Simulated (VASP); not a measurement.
Write the native input for VASP 6.6.1 that does the following.

```yaml
Task: single point
Functional: PBEsol
Potentials_or_basis: VASP PAW PBE potentials, release 64 (Cd, S)
Cutoff: 500 eV
k_mesh: 6 × 6 × 6
Occupations: gaussian, width 0.01 eV
Spin: no spin polarisation
Dipole_correction: no
Further_INCAR_settings: ALGO = Normal; EDIFF = 1e-06; NBANDS = 16
```

The structure of CdS lies in POSCAR:

```
CdS
1.0
    0.0000000000      2.7160334386      2.7160334386
    2.7160334386      0.0000000000      2.7160334386
    2.7160334386      2.7160334386      0.0000000000
Cd S
1 1
Direct
    0.0000000000      0.0000000000      0.0000000000
    0.5000000000      0.5000000000      0.5000000000
```

One way to write it, as run:

INCAR

```
SYSTEM = CdS
ALGO = Normal
EDIFF = 1E-6
ENCUT = 500
GGA = PS
GGA_COMPAT = .FALSE.
ISIF = 2
ISMEAR = 0
LASPH = .TRUE.
LCHARG = .FALSE.
LREAL = .FALSE.
LWAVE = .FALSE.
NBANDS = 16
NELM = 120
PREC = Accurate
SIGMA = 0.01
```

KPOINTS

```
k-points
0
G
  6 6 6
  0 0 0
```

Potentials or basis: VASP PAW PBE potentials, release 64 (Cd, S).

Command:

```sh
$ cat potpaw_PBE.64/Cd/POTCAR potpaw_PBE.64/S/POTCAR > POTCAR
$ mpirun -np 1 vasp_std > vasp.out
```

Results of the run:

- Pressure: -1.0 GPa
- Band gap on the k mesh: 0.12 eV, indirect (least direct gap 1.68 eV)

Caveat: the PAW data sets were made with another functional, which shifts forces and pressure a little.

Run time: 4.8 s on 1 thread of Intel(R) Xeon(R) 6975P-C (Granite Rapids), with other jobs on the host, peak memory 0.15 GiB.
